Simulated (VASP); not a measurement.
# RbCaH3 (Cmmm) in VASP: further runs

Runs on RbCaH3. Level: LDA. Tasks: single point.

All numbers are computed with VASP 6.6.1; they aren't measurements. Logs are shortened: lines on timing, memory, paths and dates and some standing lists are left out, and cuts for length are marked.

## 1. The cell of the first run

Symmetry: Cmmm, No. 65, orthorhombic system. The conventional cell has a = 6.262 Å, b = 6.599 Å, c = 4.547 Å, α = 90.00°, β = 90.00°, γ = 90.00°. Rb (site symmetry mmm) has 12 H at 3.13 to 3.30 Å and 8 Ca at 3.87 to 4.01 Å within 4.1 Å. Ca (site symmetry mmm) has 6 H at 2.27 Å within 3.0 Å. H (site symmetry mmm) has 2 Ca at 2.27 Å within 3.0 Å. Within 3.0 Å of H (site symmetry 2/m) lie 2 Ca at 2.27 Å.

## 2. Single point, LDA (strain +0.0525 x Voigt [0, 0, 0, 1, 0, 0])

Input file INCAR:

```
SYSTEM = RbCaH3
ALGO = Normal
EDIFF = 1E-6
ENCUT = 520
GGA = CA
ISIF = 2
ISMEAR = 0
LASPH = .True.
LCHARG = .True.
LELF = .True.
LREAL = .False.
LVHAR = .True.
LWAVE = .False.
NBANDS = 19
NELM = 100
PREC = Accurate
SIGMA = 0.05
```

Input file KPOINTS:

```
k-points
0
Gamma
  6 6 6
  0 0 0
```

Input file POSCAR:

```
RbCaH3
1.0
    4.5470000000      0.0000000000      0.0000000000
    0.0000000000      4.5470000000      0.1193587500
    0.0000000000      0.1193587500      4.5470000000
Rb Ca H
1 1 3
Direct
    0.0000000000      0.0000000000      0.0000000000
    0.5000000000      0.5000000000      0.5000000000
    0.0000000000      0.5000000000      0.5000000000
    0.5000000000      0.0000000000      0.5000000000
    0.5000000000      0.5000000000      0.0000000000
```

Potentials or basis: VASP PAW LDA potentials, release 64 (Rb_sv, Ca_sv, H).

On the command line:

```bash
$ cat potpaw_LDA.64/Rb_sv/POTCAR potpaw_LDA.64/Ca_sv/POTCAR potpaw_LDA.64/H/POTCAR > POTCAR
$ mpirun -np 1 vasp_std > vasp.out
```

OUTCAR:

```text
SYSTEM = RbCaH3
   EDIFF = 1E-6
   ENCUT = 520
   GGA = CA
   ISIF = 2
   ISMEAR = 0
   LASPH = .True.
   LREAL = .False.
   NELM = 100
   PREC = Accurate

 ion  position               nearest neighbor table
   1  0.000  0.000  0.000-   3 3.13   3 3.13   4 3.22   4 3.22   5 3.22   5 3.22   4 3.22   5 3.22
                             4 3.22   5 3.22   3 3.30   3 3.30   2 3.87   2 3.87   2 3.87   2 3.87
   2  0.500  0.500  0.500-   1 3.87   1 3.87   1 3.87   1 3.87   1 4.01   1 4.01   1 4.01   1 4.01

   3  0.000  0.500  0.500-   1 3.13   1 3.13   1 3.30   1 3.30
   4  0.500  0.000  0.500-   1 3.22   1 3.22   1 3.22   1 3.22
   5  0.500  0.500  0.000-   1 3.22   1 3.22   1 3.22   1 3.22

  LATTYP: Found a base centered orthorhombic cell.
 ALAT       =     6.2616303051
 B/A-ratio  =     1.0539152760
 C/A-ratio  =     0.7261687098

  Lattice vectors:

 A1 = (   0.0000000000,  -0.1193587500,  -4.5470000000)
 A2 = (   0.0000000000,   4.5470000000,   0.1193587500)
 A3 = (   4.5470000000,   0.0000000000,   0.0000000000)

Analysis of symmetry for initial positions (statically):
=====================================================================
 Subroutine PRICEL returns:
 Original cell was already a primitive cell.

 Routine SETGRP: Setting up the symmetry group for a
 base centered orthorhombic supercell.

 Subroutine GETGRP returns: Found  8 space group operations
 (whereof  8 operations were pure point group operations)
 out of a pool of  8 trial point group operations.

The static configuration has the point symmetry D_2h.

Analysis of symmetry for dynamics (positions and initial velocities):
=====================================================================
 Subroutine PRICEL returns:
 Original cell was already a primitive cell.

 Routine SETGRP: Setting up the symmetry group for a
 base centered orthorhombic supercell.

 Subroutine GETGRP returns: Found  8 space group operations
 (whereof  8 operations were pure point group operations)
 out of a pool of  8 trial point group operations.

The dynamic configuration has the point symmetry D_2h.

 Subroutine INISYM returns: Found  8 space group operations
 (whereof  8 operations are pure point group operations),
 and found     1 'primitive' translations

----------------------------------------------------------------------------------------

                                     Primitive cell

  volume of cell :      93.9454

  direct lattice vectors                    reciprocal lattice vectors
     4.547000000  0.000000000  0.000000000     0.219925225  0.000000000  0.000000000
     0.000000000  4.547000000  0.119358750     0.000000000  0.220076872 -0.005777018
     0.000000000  0.119358750  4.547000000     0.000000000 -0.005777018  0.220076872

  length of vectors
     4.547000000  4.548566314  4.548566314     0.219925225  0.220152682  0.220152682

  position of ions in fractional coordinates (direct lattice)
     0.000000000  0.000000000  0.000000000
     0.500000000  0.500000000  0.500000000
     0.000000000  0.500000000  0.500000000
     0.500000000  0.000000000  0.500000000
     0.500000000  0.500000000  0.000000000

  ion indices of the primitive-cell ions
   primitive index   ion index
                 1           1
                 2           2
                 3           3
                 4           4
                 5           5

----------------------------------------------------------------------------------------

 KPOINTS: k-points

Automatic generation of k-mesh.
 Grid dimensions read from file:
 generate k-points for:    6    6    6

 Generating k-lattice:

  Cartesian coordinates                     Fractional coordinates (reciprocal lattice)
     0.036654204  0.000000000  0.000000000     0.166666667  0.000000000  0.000000000
     0.000000000  0.036679479 -0.000962836     0.000000000  0.166666667 -0.000000000
     0.000000000 -0.000962836  0.036679479     0.000000000 -0.000000000  0.166666667

  Length of vectors
     0.036654204  0.036692114  0.036692114

  Shift w.r.t. Gamma in fractional coordinates (k-lattice)
     0.000000000  0.000000000  0.000000000

 Subroutine IBZKPT returns following result:
 ===========================================

 Found     52 irreducible k-points:

 Following reciprocal coordinates:
            Coordinates               Weight
  0.000000  0.000000  0.000000      1.000000
  0.166667  0.000000  0.000000      2.000000
  0.333333  0.000000  0.000000      2.000000
  0.500000  0.000000  0.000000      1.000000
  0.000000  0.166667  0.000000      4.000000
  0.166667  0.166667  0.000000      8.000000
[... 16 lines left out ...]
  0.333333  0.333333  0.166667      8.000000
  0.500000  0.333333  0.166667      4.000000
 [... further k-points ...]
   k-points           NKPTS =     52   k-points in BZ     NKDIM =     52   number of bands    NBANDS=     19
   number of dos      NEDOS =    301   number of ions     NIONS =      5
   total plane-waves  NPLWV =  46656
   dimension x,y,z NGX =    36 NGY =   36 NGZ =   36
   dimension x,y,z NGXF=    72 NGYF=   72 NGZF=   72
   ions per type =               1   1   3
   NGX,Y,Z   is equivalent  to a cutoff of  13.16, 13.16, 13.16 a.u.
   NGXF,Y,Z  is equivalent  to a cutoff of  26.32, 26.32, 26.32 a.u.
 SYSTEM =  RbCaH3
   PREC   = accura    normal or accurate (medium, high low for compatibility)
   ISTART =      0    job   : 0-new  1-cont  2-samecut
   ICHARG =      2    charge: 1-file 2-atom 10-const
   ISPIN  =      1    spin polarized calculation?
   LNONCOLLINEAR =      F non collinear calculations
   LSORBIT =      F    spin-orbit coupling
   LASPH  =      T    aspherical Exc in radial PAW
   ENCUT  =  520.0 eV  38.22 Ry    6.18 a.u.   8.45  8.46  8.46*2*pi/ulx,y,z
   NELM   =    100;   NELMIN=  2; NELMDL= -5     # of ELM steps
   EDIFF  = 0.1E-05   stopping-criterion for ELM
   LREAL  =      F    real-space projection
   EDIFFG = 0.1E-04   stopping-criterion for IOM
   NSW    =      0    number of steps for IOM
   IBRION =     -1    ionic relax: 0-MD 1-quasi-New 2-CG
   NFREE  =      0    steps in history (QN), initial steepest desc. (CG)
   ISIF   =      2    stress and relaxation
   ISYM   =      2    0-nonsym 1-usesym 2-fastsym
   POTIM  = 0.5000    time-step for ionic-motion
   TEBEG  =    0.0;   TEEND  =   0.0 temperature during run
   PSTRESS=    0.0 pullay stress
   NELECT =      22.0000    total number of electrons
   NUPDOWN=      -1.0000    fix difference up-down
   EMIN   =  10.00;   EMAX   =-10.00  energy-range for DOS
   EFERMI =   0.00;   METHOD = LEGACY
   ISMEAR =     0;   SIGMA  =   0.05  broadening in eV -4-tet -1-fermi 0-gaus
   EFERMI_NEDOS =   21; number of points for ismear=-14 and -15
   IALGO  =     38    algorithm
   IMIX   =      4    mixing-type and parameters
     AMIX     =   0.40;   BMIX     =  1.00
     AMIX_MAG =   1.60;   BMIX_MAG =  1.00
  volume/ion in A,a.u.               =      18.79       126.79
  Fermi-wavevector in a.u.,A,eV,Ry     =   1.009076  1.906877 13.853921  1.018234
  Thomas-Fermi vector in A             =   2.141982
   LORBIT       =      0    0 simple, 1 ext, 2 COOP (PROOUT), +10 PAW based schemes
   GGA     = CA    functional components
   LHFCALC =     F    Hartree Fock is set to
   AEXX    =    0.0000 exact exchange contribution
   IVDW    =     0    specifies the selected vdW correction
   LEPSILON=     F    determine dielectric tensor
   LRPA    =     F    only Hartree local field effects (RPA)
 non-spin polarized calculation
 Gauss-broadening in eV      SIGMA  =   0.05
  energy-cutoff  :      520.00
  volume of cell :       93.95
 maximum number of plane-waves:      2571
 NGX is ok and might be reduce to    36
   NGX = 17   NGY = 17   NGZ = 17

 number of electron      22.0000000 magnetization

 Free energy of the ion-electron system (eV)
  ---------------------------------------------------
  ext. energy  EPLUGINS =         0.00000000
  ---------------------------------------------------
  free energy    TOTEN  =       -15.79840484 eV

  energy without entropy =      -15.79840484  energy(sigma->0) =      -15.79840484

 E-fermi :  -1.0106     XC(G=0):  -8.2025

 val. band max:       -1.3020972212   @ k =   0.0000   0.5000   0.5000
 cond. band min:       1.4838725500   @ k =   0.0000   0.5000   0.5000
 fundamental gap:      2.7859697711
 Fermi energy:        -1.0106243214

 k-point     1 :       0.0000    0.0000    0.0000
  band No.  band energies     occupation
      1     -39.5592      2.00000
      2     -26.6192      2.00000
      3     -20.8930      2.00000
      4     -20.8757      2.00000
      5     -20.8574      2.00000
      6     -10.7561      2.00000
[... 11 lines left out ...]
     18       5.8598      0.00000
     19       5.8916      0.00000

 k-point     2 :       0.1667    0.0000    0.0000
  band No.  band energies     occupation
      1     -39.5589      2.00000
      2     -26.6177      2.00000
      3     -20.8926      2.00000
      4     -20.8834      2.00000
      5     -20.8570      2.00000
      6     -10.7999      2.00000
[... 11 lines left out ...]
     18       5.5228      0.00000
     19       6.3378      0.00000

 k-point     3 :       0.3333    0.0000    0.0000
  band No.  band energies     occupation
      1     -39.5584      2.00000
      2     -26.6147      2.00000
      3     -20.8986      2.00000
      4     -20.8917      2.00000
      5     -20.8562      2.00000
      6     -10.9024      2.00000
[... 11 lines left out ...]
     18       5.0804      0.00000
     19       5.9957      0.00000

 k-point     4 :       0.5000    0.0000    0.0000
  band No.  band energies     occupation
      1     -39.5582      2.00000
      2     -26.6133      2.00000
      3     -20.9062      2.00000
      4     -20.8912      2.00000
      5     -20.8558      2.00000
      6     -10.9518      2.00000
[... 407 lines left out ...]
     18       5.7939      0.00000
     19       6.5608      0.00000

 k-point    23 :       0.3333    0.3333    0.1667
  band No.  band energies     occupation
      1     -39.5574      2.00000
      2     -26.6085      2.00000
      3     -20.9077      2.00000
      4     -20.8977      2.00000
      5     -20.8701      2.00000
      6     -10.8685      2.00000
[... 11 lines left out ...]
     18       6.2568      0.00000
     19       6.8431      0.00000

 k-point    24 :       0.5000    0.3333    0.1667
  band No.  band energies     occupation
      1     -39.5572      2.00000
      2     -26.6069      2.00000
      3     -20.9073      2.00000
      4     -20.9056      2.00000
      5     -20.8698      2.00000
      6     -10.9056      2.00000
[... 11 lines left out ...]
     18       6.4245      0.00000
     19       6.7564      0.00000

 [... further k-points ...]

------------------------ aborting loop because EDIFF is reached ----------------------------------------

  FORCE on cell =-STRESS in cart. coord.  units (eV):
  Direction    XX          YY          ZZ          XY          YZ          ZX
  --------------------------------------------------------------------------------------
  -------------------------------------------------------------------------------------
  Total       -1.3897130     -1.3895527     -1.3895527      0.0000000     -0.5248487      0.0000000
  in kB      -23.7006475    -23.6979137    -23.6979137      0.0000000     -8.9509518      0.0000000
  external PRESSURE =     -23.6988249 kB  Pullay stress =       0.0000000 kB

 VOLUME and BASIS-vectors are now :
 -----------------------------------------------------------------------------
  energy-cutoff  :      520.00
  volume of cell :       93.95
      direct lattice vectors                 reciprocal lattice vectors
     4.547000000  0.000000000  0.000000000     0.219925225  0.000000000  0.000000000
     0.000000000  4.547000000  0.119358750     0.000000000  0.220076872 -0.005777018
     0.000000000  0.119358750  4.547000000     0.000000000 -0.005777018  0.220076872

 POSITION                                       TOTAL-FORCE (eV/Angst)
 -----------------------------------------------------------------------------------
      0.00000      0.00000      0.00000         0.000000      0.000000      0.000000
      2.27350      2.33318      2.33318         0.000000     -0.000000      0.000000
      0.00000      2.33318      2.33318         0.000000      0.000000      0.000000
      2.27350      0.05968      2.27350         0.000000      0.000000      0.000000
      2.27350      2.27350      0.05968         0.000000      0.000000      0.000000
 -----------------------------------------------------------------------------------
    total drift:                                0.000000      0.000000      0.000000

  FREE ENERGIE OF THE ION-ELECTRON SYSTEM (eV)
  ---------------------------------------------------
  free  energy   TOTEN  =       -15.7984048418 eV

  energy  without entropy=      -15.7984048418  energy(sigma->0) =      -15.79840484
```

Run time: 42 s. Hardware: 1 thread of AMD EPYC 9R45 (Zen 5), shared host; peak memory 0.21 GiB.

What came out:

| Quantity | Value |
| --- | --- |
| Free energy | -15.7984 eV |
| Pressure | -2.4 GPa |
| Band gap on the k mesh | 2.79 eV |

Stress tensor (GPa, compression positive):
```
-2.37  0.00  0.00
 0.00 -2.37 -0.90
 0.00 -0.90 -2.37
```

Caveat: the cell differs from its parent crystal (strain +0.0525 x Voigt [0, 0, 0, 1, 0, 0]). A k mesh can miss the band edges.

(Continued in part 2 of 2.)
